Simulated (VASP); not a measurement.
# GaAs in VASP: notebook

The runs below take GaAs through single point, with PBEsol.

All numbers are computed with VASP 6.6.1; they aren't measurements. Logs are shortened: lines on timing, memory, paths and dates and some standing lists are left out, and cuts for length are marked.

## 1. The cell of the first run

The structure is cubic, space group F-43m (No. 216). The conventional cell has a = 5.658 Å, b = 5.658 Å, c = 5.658 Å, α = 90.00°, β = 90.00°, γ = 90.00°. Ga (site symmetry -43m) has 4 As at 2.45 Å within 3.2 Å. As (site symmetry -43m) has 4 Ga at 2.45 Å within 3.2 Å.

## 2. Single point, PBEsol

INCAR

```
ALGO     = Normal         # electronic algorithm
EDIFF    = 1E-6           # SCF threshold, eV
ENCUT    = 520            # plane-wave cutoff, eV
GGA      = PS             # functional
ISIF     = 2              # what is computed and relaxed
ISMEAR   = 0              # smearing method
LASPH    = T              # aspherical terms in the spheres
LCHARG   = F              # write CHGCAR
LREAL    = F              # projectors in reciprocal space
LWAVE    = F              # write WAVECAR
NBANDS   = 16             # bands
NELM     = 80             # most SCF steps
PREC     = Accurate       # precision mode
SIGMA    = 0.01           # smearing width, eV
```

KPOINTS

```
k-points
0
Gamma
  10 10 10
```

POSCAR

```
GaAs
1.0
    0.0000000000      2.8289764104      2.8289764104
    2.8289764104      0.0000000000      2.8289764104
    2.8289764104      2.8289764104      0.0000000000
Ga As
1 1
Direct
    0.0000000000      0.0000000000      0.0000000000
    0.2500000000      0.2500000000      0.2500000000
```

Potentials or basis: VASP PAW PBE potentials, release 64 (Ga_d, As).

The run is started by

```
$ cat potpaw_PBE.64/Ga_d/POTCAR potpaw_PBE.64/As/POTCAR > POTCAR
$ mpirun -np 1 vasp_std > vasp.out
```

OUTCAR:

```text
EDIFF = 1E-6
   ENCUT = 520
   GGA = PS
   ISIF = 2
   ISMEAR = 0
   LASPH = T
   LREAL = F
   NELM = 80
   PREC = Accurate

 ion  position               nearest neighbor table
   1  0.000  0.000  0.000-   2 2.45   2 2.45   2 2.45   2 2.45
   2  0.250  0.250  0.250-   1 2.45   1 2.45   1 2.45   1 2.45

  LATTYP: Found a face centered cubic cell.
 ALAT       =     5.6579528208

  Lattice vectors:

 A1 = (   0.0000000000,   2.8289764104,   2.8289764104)
 A2 = (   2.8289764104,   0.0000000000,   2.8289764104)
 A3 = (   2.8289764104,   2.8289764104,   0.0000000000)

Analysis of symmetry for initial positions (statically):
=====================================================================
 Subroutine PRICEL returns:
 Original cell was already a primitive cell.

 Routine SETGRP: Setting up the symmetry group for a
 face centered cubic supercell.

 Subroutine GETGRP returns: Found 24 space group operations
 (whereof 24 operations were pure point group operations)
 out of a pool of 48 trial point group operations.

The static configuration has the point symmetry T_d .

Analysis of symmetry for dynamics (positions and initial velocities):
=====================================================================
 Subroutine PRICEL returns:
 Original cell was already a primitive cell.

 Routine SETGRP: Setting up the symmetry group for a
 face centered cubic supercell.

 Subroutine GETGRP returns: Found 24 space group operations
 (whereof 24 operations were pure point group operations)
 out of a pool of 48 trial point group operations.

The dynamic configuration has the point symmetry T_d .

 Subroutine INISYM returns: Found 24 space group operations
 (whereof 24 operations are pure point group operations),
 and found     1 'primitive' translations

----------------------------------------------------------------------------------------

                                     Primitive cell

  volume of cell :      45.2812

  direct lattice vectors                    reciprocal lattice vectors
     0.000000000  2.828976410  2.828976410    -0.176742372  0.176742372  0.176742372
     2.828976410  0.000000000  2.828976410     0.176742372 -0.176742372  0.176742372
     2.828976410  2.828976410  0.000000000     0.176742372  0.176742372 -0.176742372

  length of vectors
     4.000776807  4.000776807  4.000776807     0.306126767  0.306126767  0.306126767

  position of ions in fractional coordinates (direct lattice)
     0.000000000  0.000000000  0.000000000
     0.250000000  0.250000000  0.250000000

  ion indices of the primitive-cell ions
   primitive index   ion index
                 1           1
                 2           2

----------------------------------------------------------------------------------------

 KPOINTS: k-points

Automatic generation of k-mesh.
 Grid dimensions read from file:
 generate k-points for:   10   10   10

 Generating k-lattice:

  Cartesian coordinates                     Fractional coordinates (reciprocal lattice)
    -0.017674237  0.017674237  0.017674237     0.100000000  0.000000000  0.000000000
     0.017674237 -0.017674237  0.017674237     0.000000000  0.100000000  0.000000000
     0.017674237  0.017674237 -0.017674237     0.000000000  0.000000000  0.100000000

  Length of vectors
     0.030612677  0.030612677  0.030612677

  Shift w.r.t. Gamma in fractional coordinates (k-lattice)
     0.000000000  0.000000000  0.000000000

 Subroutine IBZKPT returns following result:
 ===========================================

 Found     47 irreducible k-points:

 Following reciprocal coordinates:
            Coordinates               Weight
  0.000000  0.000000  0.000000      1.000000
  0.100000  0.000000  0.000000      8.000000
  0.200000  0.000000  0.000000      8.000000
  0.300000  0.000000  0.000000      8.000000
  0.400000  0.000000  0.000000      8.000000
  0.500000  0.000000  0.000000      4.000000
[... 16 lines left out ...]
  0.300000  0.300000  0.000000      6.000000
  0.400000  0.300000  0.000000     24.000000
 [... further k-points ...]
   k-points           NKPTS =     47   k-points in BZ     NKDIM =     47   number of bands    NBANDS=     16
   number of dos      NEDOS =    301   number of ions     NIONS =      2
   total plane-waves  NPLWV =  27000
   dimension x,y,z NGX =    30 NGY =   30 NGZ =   30
   dimension x,y,z NGXF=    60 NGYF=   60 NGZF=   60
   ions per type =               1   1
   NGX,Y,Z   is equivalent  to a cutoff of  12.47, 12.47, 12.47 a.u.
   NGXF,Y,Z  is equivalent  to a cutoff of  24.93, 24.93, 24.93 a.u.
 SYSTEM =  unknown system
   PREC   = accura    normal or accurate (medium, high low for compatibility)
   ISTART =      0    job   : 0-new  1-cont  2-samecut
   ICHARG =      2    charge: 1-file 2-atom 10-const
   ISPIN  =      1    spin polarized calculation?
   LNONCOLLINEAR =      F non collinear calculations
   LSORBIT =      F    spin-orbit coupling
   LASPH  =      T    aspherical Exc in radial PAW
   ENCUT  =  520.0 eV  38.22 Ry    6.18 a.u.   7.44  7.44  7.44*2*pi/ulx,y,z
   NELM   =     80;   NELMIN=  2; NELMDL= -5     # of ELM steps
   EDIFF  = 0.1E-05   stopping-criterion for ELM
   LREAL  =      F    real-space projection
   EDIFFG = 0.1E-04   stopping-criterion for IOM
   NSW    =      0    number of steps for IOM
   IBRION =     -1    ionic relax: 0-MD 1-quasi-New 2-CG
   NFREE  =      0    steps in history (QN), initial steepest desc. (CG)
   ISIF   =      2    stress and relaxation
   ISYM   =      2    0-nonsym 1-usesym 2-fastsym
   POTIM  = 0.5000    time-step for ionic-motion
   TEBEG  =    0.0;   TEEND  =   0.0 temperature during run
   PSTRESS=    0.0 pullay stress
   NELECT =      18.0000    total number of electrons
   NUPDOWN=      -1.0000    fix difference up-down
   EMIN   =  10.00;   EMAX   =-10.00  energy-range for DOS
   EFERMI =   0.00;   METHOD = LEGACY
   ISMEAR =     0;   SIGMA  =   0.01  broadening in eV -4-tet -1-fermi 0-gaus
   EFERMI_NEDOS =   21; number of points for ismear=-14 and -15
   IALGO  =     38    algorithm
   IMIX   =      4    mixing-type and parameters
     AMIX     =   0.40;   BMIX     =  1.00
     AMIX_MAG =   1.60;   BMIX_MAG =  1.00
  volume/ion in A,a.u.               =      22.64       152.79
  Fermi-wavevector in a.u.,A,eV,Ry     =   1.203722  2.274705 19.714129  1.448948
  Thomas-Fermi vector in A             =   2.339468
   LORBIT       =      0    0 simple, 1 ext, 2 COOP (PROOUT), +10 PAW based schemes
   GGA     = PS    functional components
   LHFCALC =     F    Hartree Fock is set to
   AEXX    =    0.0000 exact exchange contribution
   IVDW    =     0    specifies the selected vdW correction
   LEPSILON=     F    determine dielectric tensor
   LRPA    =     F    only Hartree local field effects (RPA)
 non-spin polarized calculation
 Gauss-broadening in eV      SIGMA  =   0.01
  energy-cutoff  :      520.00
  volume of cell :       45.28
 maximum number of plane-waves:      1243
 NGX is ok and might be reduce to    30
   NGX = 15   NGY = 15   NGZ = 15

 number of electron      17.9999993 magnetization

 Free energy of the ion-electron system (eV)
  ---------------------------------------------------
  ext. energy  EPLUGINS =         0.00000000
  ---------------------------------------------------
  free energy    TOTEN  =        -9.09149972 eV

  energy without entropy =       -9.09149972  energy(sigma->0) =       -9.09149972

 E-fermi :   3.8794     XC(G=0):  -9.7630

 val. band max:        3.7827382277   @ k =   0.0000   0.0000   0.0000
 cond. band min:       4.2219419688   @ k =   0.0000   0.0000   0.0000
 fundamental gap:      0.4392037411
 Fermi energy:         3.8793910653

 k-point     1 :       0.0000    0.0000    0.0000
  band No.  band energies     occupation
      1     -10.9872      2.00000
      2     -10.9872      2.00000
      3     -10.9872      2.00000
      4     -10.9077      2.00000
      5     -10.9077      2.00000
      6      -8.9533      2.00000
[... 8 lines left out ...]
     15      13.8866      0.00000
     16      13.8866      0.00000

 k-point     2 :       0.1000    0.0000    0.0000
  band No.  band energies     occupation
      1     -10.9962      2.00000
      2     -10.9848      2.00000
      3     -10.9848      2.00000
      4     -10.9078      2.00000
      5     -10.9078      2.00000
      6      -8.8355      2.00000
[... 8 lines left out ...]
     15      13.1828      0.00000
     16      13.1828      0.00000

 k-point     3 :       0.2000    0.0000    0.0000
  band No.  band energies     occupation
      1     -11.0183      2.00000
      2     -10.9791      2.00000
      3     -10.9791      2.00000
      4     -10.9077      2.00000
      5     -10.9077      2.00000
      6      -8.4969      2.00000
[... 8 lines left out ...]
     15      12.6803      0.00000
     16      12.6803      0.00000

 k-point     4 :       0.3000    0.0000    0.0000
  band No.  band energies     occupation
      1     -11.0430      2.00000
      2     -10.9730      2.00000
      3     -10.9730      2.00000
      4     -10.9067      2.00000
      5     -10.9067      2.00000
      6      -7.9899      2.00000
[... 8 lines left out ...]
     15      13.0564      0.00000
     16      13.0564      0.00000
[... 324 lines left out ...]
 k-point    22 :      -0.2000    0.2000    0.0000
  band No.  band energies     occupation
      1     -11.0498      2.00000
      2     -10.9695      2.00000
      3     -10.9678      2.00000
      4     -10.9107      2.00000
      5     -10.9057      2.00000
      6      -7.8155      2.00000
[... 8 lines left out ...]
     15      14.2707      0.00000
     16      15.0164      0.00000

 k-point    23 :       0.3000    0.3000    0.0000
  band No.  band energies     occupation
      1     -11.0676      2.00000
      2     -10.9554      2.00000
      3     -10.9554      2.00000
      4     -10.9236      2.00000
      5     -10.8992      2.00000
      6      -7.6544      2.00000
[... 8 lines left out ...]
     15      15.3231      0.00000
     16      16.0895      0.00000

 k-point    24 :       0.4000    0.3000    0.0000
  band No.  band energies     occupation
      1     -11.0799      2.00000
      2     -10.9510      2.00000
      3     -10.9495      2.00000
      4     -10.9256      2.00000
      5     -10.8980      2.00000
      6      -7.2136      2.00000
[... 8 lines left out ...]
     15      16.0224      0.00000
     16      16.4913      0.00000

 [... further k-points ...]
[... 5 lines left out ...]
  --------------------------------------------------------------------------------------
  -------------------------------------------------------------------------------------
  Total        0.0564888      0.0564888      0.0564888      0.0000000      0.0000000      0.0000000
  in kB        1.9987333      1.9987333      1.9987333      0.0000000      0.0000000      0.0000000
  external PRESSURE =       1.9987333 kB  Pullay stress =       0.0000000 kB

 VOLUME and BASIS-vectors are now :
 -----------------------------------------------------------------------------
  energy-cutoff  :      520.00
  volume of cell :       45.28
      direct lattice vectors                 reciprocal lattice vectors
     0.000000000  2.828976410  2.828976410    -0.176742372  0.176742372  0.176742372
     2.828976410  0.000000000  2.828976410     0.176742372 -0.176742372  0.176742372
     2.828976410  2.828976410  0.000000000     0.176742372  0.176742372 -0.176742372

 POSITION                                       TOTAL-FORCE (eV/Angst)
 -----------------------------------------------------------------------------------
      0.00000      0.00000      0.00000        -0.000000     -0.000000     -0.000000
      1.41449      1.41449      1.41449         0.000000      0.000000      0.000000
 -----------------------------------------------------------------------------------
    total drift:                                0.000000      0.000000      0.000000

  FREE ENERGIE OF THE ION-ELECTRON SYSTEM (eV)
  ---------------------------------------------------
  free  energy   TOTEN  =        -9.0914997243 eV

  energy  without entropy=       -9.0914997243  energy(sigma->0) =       -9.09149972
```

It took 69 s on 1 thread of AMD EPYC 7R13, shared host; peak memory 0.16 GiB.

Results:

- Free energy: -9.0915 eV
- Pressure: 0.2 GPa
- Band gap on the k mesh: 0.44 eV

Caveat: semilocal functionals underestimate gaps, and a narrow one can read as zero; the PAW data sets were made with another functional, which shifts forces and pressure a little.

## 3. Single point, PBEsol (strain along c alone, the other axes held: +6.0 %)

INCAR

```
PREC = Accurate ; ENCUT = 520
EDIFF = 1E-6 ; ISMEAR = 0
SIGMA = 0.01 ; LREAL = False
LASPH = True ; NELM = 60
ALGO = Normal ; ISIF = 2
LWAVE = False ; LCHARG = True
GGA = PS ; LELF = True
LVHAR = True ; NBANDS = 26
```

KPOINTS

```
regular mesh
0
Gamma
  10 10 6
```

POSCAR

```
GaAs
1.0
    2.8289764104      2.8289764104      0.0000000000
   -2.8289764104      2.8289764104      0.0000000000
    0.0000000000      0.0000000000      5.9974299901
Ga As
2 2
Direct
    0.0000000000      0.0000000000      0.0000000000
    0.5000000000      0.5000000000      0.5000000000
    0.5000000000      0.0000000000      0.7500000000
    0.0000000000      0.5000000000      0.2500000000
```

Potentials or basis: VASP PAW PBE potentials, release 64 (Ga_d, As).

The run is started by

```
$ cat potpaw_PBE.64/Ga_d/POTCAR potpaw_PBE.64/As/POTCAR > POTCAR
$ mpirun -np 1 vasp_std > vasp.out
```

Run time: 5.6 min. Hardware: 1 thread of AMD EPYC 7R13, shared host; peak memory 0.29 GiB.

It converged, with:

* Free energy: -18.0854 eV
* Pressure: -3.4 GPa
* Band gap on the k mesh: zero (filled and empty bands touch)

Stress tensor (GPa, compression positive):
```
-2.10  0.00  0.00
 0.00 -2.10  0.00
 0.00  0.00 -5.87
```

Levels at points of the mesh, in eV from the Fermi level:
| k point | band 16 | band 17 | band 18 | band 19 | band 20 | band 21 |
| --- | --- | --- | --- | --- | --- | --- |
| (0.00, 0.00, 0.00) | -0.35 | -0.13 | 0.00 | 0.00 | 1.58 | 1.84 |
| (0.50, 0.00, 0.00) | -3.43 | -0.99 | -0.99 | 2.65 | 2.65 | 5.03 |
| (0.50, 0.50, 0.00) | -2.73 | -2.70 | -2.70 | 1.24 | 1.24 | 1.32 |
| (0.00, 0.00, 0.50) | -1.48 | -1.48 | -1.48 | 2.13 | 2.13 | 2.88 |
| (0.50, 0.00, 0.50) | -1.40 | -0.94 | -0.94 | 0.60 | 0.60 | 4.32 |
| (0.50, 0.50, 0.50) | -3.41 | -3.21 | -3.21 | 3.79 | 3.79 | 4.16 |

Caveat: the cell differs from its parent crystal (strain along c alone, the other axes held: +6.0 %); the cell stands under tension; semilocal functionals underestimate gaps, and a narrow one can read as zero; the PAW data sets were made with another functional, which shifts forces and pressure a little.

(Continued in part 2 of 2.)

The gap in the log of VASP goes by the Fermi energy; the results here count the filled bands.